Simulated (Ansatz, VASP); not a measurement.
Two plane-wave programs on InI3F2

File INCAR:

```
  ALGO = Normal
  EDIFF = 1E-6
  ENCUT = 520
  GGA = PE
  ISIF = 2
  ISMEAR = 0
  LASPH = True
  LCHARG = True
  LELF = True
  LREAL = False
  LVHAR = True
  LWAVE = False
  NBANDS = 33
  NELM = 80
  PREC = Accurate
  SIGMA = 0.1
```

The input KPOINTS:

```
k-points
0
Gamma
  3 3 4
```

POSCAR

```
InI3F2
1.0
    6.6219251400      0.0000000000      0.0000000000
   -3.3109625700      5.7347553900      0.0000000000
    0.0000000000      0.0000000000      4.9763012900
In I F
1 3 2
Direct
    0.0000000000      0.0000000000      0.0000000000
    0.5000000000      0.0000000000      0.5000000000
    0.5000000000      0.5000000000      0.5000000000
    0.0000000000      0.5000000000      0.5000000000
    0.6666666700      0.3333333300      0.0000000000
    0.3333333300      0.6666666700      0.0000000000
```

Input for Ansatz:

```yaml
crystal:
  lattice:
    - [6.62192514, 0.0, 0.0]
    - [-3.31096257, 5.73475539, 0.0]
    - [0.0, 0.0, 4.97630129]
  atoms:
    - { symbol: In, position: [0.0, 0.0, 0.0] }
    - { symbol: I, position: [0.5, 0.0, 0.5] }
    - { symbol: I, position: [0.5, 0.5, 0.5] }
    - { symbol: I, position: [0.0, 0.5, 0.5] }
    - { symbol: F, position: [0.66666667, 0.33333333, 0.0] }
    - { symbol: F, position: [0.33333333, 0.66666667, 0.0] }
basis:
  ecutwfc: 420
kpoints:
  mp_grid: { grid: [3, 3, 4] }
hamiltonian:
  xc: pbe
scf:
  occupations: { method: gaussian, width: 0.1 }
  lower_state_search: "off"
output:
  forces: true
  stress: true
  eigenvalues: true
```

Change from the starting cell: species swapped into the PrAl3Ni2 type (P6/mmm, No. 191).

Alike in both runs: task single point; functional PBE; k mesh 3 × 3 × 4; occupations gaussian, width 0.1 eV; no spin polarisation.

|  | VASP | Ansatz |
| --- | --- | --- |
| version | VASP 6.6.1 | Ansatz 0.2.0 |
| potentials or method | VASP PAW PBE potentials, release 64 (In_d, I, F), cutoff 520 eV | scalar-relativistic, plane waves, PAW |
| valence electrons in the cell | 48 | 78 |

```tsv
	VASP	Ansatz	Ansatz less VASP
gap on the k mesh at the Fermi level (eV)	none	none	-
pressure (GPa)	-2.0	-1.9	+0.09
traceless stress, the component that is largest in VASP (GPa)	0.77	0.74	-0.024
```

A gap of «none» marks a metal or a gap that the smearing closes. The functional is the same, so the differences come from potentials, cutoffs and numerics. VASP's potentials hold 48 valence electrons a cell and Ansatz's 78, so a difference there can come from the potentials and not from the codes.

The k mesh is coarse, so the values compare programs but aren't converged. Spin-orbit coupling is off throughout.
